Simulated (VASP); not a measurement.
## Ru: relaxation of cell and atoms with PBE

The system is Ru.

```
Ru
1.0
     0.00000    2.44732    2.44732
     2.44732    0.00000    2.44732
     2.44732    2.44732    0.00000
Ru
2
Direct
  0.87500 0.87500 0.87500
  0.12500 0.12500 0.12500
```

```json
{"Program": "VASP 6.6.1", "Task": "relaxation of cell and atoms", "Functional": "PBE", "Potentials or basis": "VASP PAW PBE potentials, release 64 (Ru_pv)", "Cutoff": "600 eV", "k mesh": "13 × 13 × 13", "Occupations": "fermi-dirac, width 0.1 eV", "Spin": "no spin polarisation", "Target pressure": "48 GPa", "Dipole correction": "no", "Further INCAR settings": "ALGO = Normal; EDIFF = 1e-06; IBRION = 2; EDIFFG = -0.005; NSW = 60; ISIF = 3"}
```

* Relaxed volume: 16.84 Å³/atom
* Relaxed cell: a = 3.625 Å, b = 3.625 Å, c = 3.625 Å, α = 60.00°, β = 60.00°, γ = 60.00°
* Space group after relaxing (to 0.05 Å): Fd-3m (No. 227)
* Energy change on relaxing (the enthalpy is what falls): -1065.0 meV/atom
* Ionic steps: 8
* Pressure after relaxing: 48.0 GPa
* Band gap on the k mesh: zero (band 14 reaches 10.11 eV, above the bottom of band 15 at 8.99 eV)

Step by step:
```tsv
step	energy change (eV)	largest force (eV/Å)	pressure (GPa)	volume (Å³)
1	0.0000	0.0000	115.62	29.32
2	-0.1414	0.0000	-24.69	64.18
3	-2.5683	0.0000	30.69	35.49
4	-2.2088	0.0000	45.08	33.96
5	-2.1288	0.0000	48.11	33.68
6	-2.1559	0.0000	47.06	33.77
7	-2.0331	0.0000	51.51	33.37
8	-2.1299	0.0000	48.00	33.69
```

Final structure:
```cif
data_structure
_symmetry_space_group_name_H-M 'P 1'
_symmetry_Int_Tables_number 1
_cell_length_a 3.6251
_cell_length_b 3.6251
_cell_length_c 3.6251
_cell_angle_alpha 60.000
_cell_angle_beta 60.000
_cell_angle_gamma 60.000
_cell_volume 33.69
loop_
_atom_site_label
_atom_site_type_symbol
_atom_site_fract_x
_atom_site_fract_y
_atom_site_fract_z
_atom_site_occupancy
Ru1 Ru 0.87500 0.87500 0.87500 1
Ru2 Ru 0.12500 0.12500 0.12500 1
```

Levels at points of the mesh, in eV from the Fermi level:
| k point | band 10 | band 11 | band 12 | band 13 | band 14 | band 15 | band 16 | band 17 | band 18 |
| --- | --- | --- | --- | --- | --- | --- | --- | --- | --- |
| (0.00, 0.00, 0.00) | -3.86 | -3.86 | -3.86 | -0.54 | -0.54 | -0.54 | 2.49 | 2.49 | 10.79 |

Wall time 3.3 min on 1 thread of Intel Xeon 6975P-C (shared host), peak memory 0.19 GiB.

Caveat: the cell is relaxed towards a set pressure, so the enthalpy falls and the energy may rise.
